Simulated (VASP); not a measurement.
The system is TePt2.

```xyz
6
Lattice="5.2298 0.0000 0.0000 0.0000 5.2298 0.0000 0.0000 0.0000 5.2298" Properties=species:S:1:pos:R:3 pbc="T T T"
Te    0.0000    0.0000    0.0000
Te    2.6149    2.6149    2.6149
Pt    1.3075    1.3075    1.3075
Pt    1.3075    3.9224    3.9224
Pt    3.9224    3.9224    1.3075
Pt    3.9224    1.3075    3.9224
```

- Program: VASP 6.6.1
- Task: relaxation of cell and atoms
- Functional: PBE
- Potentials or basis: VASP PAW PBE potentials, release 64 (Te, Pt)
- Cutoff: 500 eV
- k mesh: 4 × 4 × 4
- Occupations: gaussian, width 0.1 eV
- Spin: no spin polarisation

At the start: pressure 35.8 GPa; volume 23.84 Å³/atom.

Question: How do energy, volume and symmetry change on relaxing?

Answer: Over 5 steps the energy falls by 676.6 meV/atom and the volume is 31.83 Å³/atom (+33.5 %); space group Pn-3m (No. 224, to 0.1 Å) before and after.

Step by step:
```
step  energy change (eV)  largest force (eV/Å)  pressure (GPa)  volume (Å³)
   1              0.0000                0.0000           35.85       143.04
   2             -0.1376                0.0000           -8.89       284.32
   3             -4.0403                0.0000           -1.34       195.45
   4             -4.0566                0.0000           -0.52       192.65
   5             -4.0594                0.0000            0.01       190.96
```

Final structure:
```
Te Pt
1.0
     5.75860    0.00000    0.00000
     0.00000    5.75860    0.00000
     0.00000    0.00000    5.75860
Te Pt
2 4
Direct
  0.00000 0.00000 0.00000
  0.50000 0.50000 0.50000
  0.25000 0.25000 0.25000
  0.25000 0.75000 0.75000
  0.75000 0.75000 0.25000
  0.75000 0.25000 0.75000
```

Caveat: the volume moved by over 15 % at a fixed basis, so the end points are rough.
